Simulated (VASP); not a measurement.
Here is a VASP 6.6.1 calculation.

The input INCAR:

```
  PREC = Accurate
  ENCUT = 520
  EDIFF = 1E-6
  ISMEAR = 0
  SIGMA = 0.01
  LREAL = False
  LASPH = True
  NELM = 100
  ALGO = Normal
  ISIF = 2
  LWAVE = False
  LCHARG = False
  GGA = PE
  NBANDS = 16
```

KPOINTS

```
Automatic mesh
0
Gamma
  6 6 4
```

POSCAR

```
BeTe
1.0
    3.9507213406      0.0000000000      0.0000000000
   -1.9753606703      3.4214250442      0.0000000000
    0.0000000000      0.0000000000      8.5785805027
Be Te
2 2
Direct
    0.3333333333      0.6666666667      0.2500000000
    0.6666666667      0.3333333333      0.7500000000
    0.6666666667      0.3333333333      0.2500000000
    0.3333333333      0.6666666667      0.7500000000
```

Potentials or basis: VASP PAW PBE potentials, release 64 (Be, Te).

Command:

```console
$ cat potpaw_PBE.64/Be/POTCAR potpaw_PBE.64/Te/POTCAR > POTCAR
$ mpirun -np 1 vasp_std > vasp.out
```

**Question.** Estimate the pressure.

**Answer.** 2.8 GPa.

**Question.** Predict the band gap on the k mesh.

**Answer.** 2.69 eV, indirect (least direct gap 2.81 eV).

Stress tensor (GPa, compression positive):
```
4.19 0.00 0.00
0.00 4.19 0.00
0.00 0.00 0.15
```

Caveat: spin-orbit coupling is left out, which moves the levels of the heavy elements. A k mesh can miss the band edges.
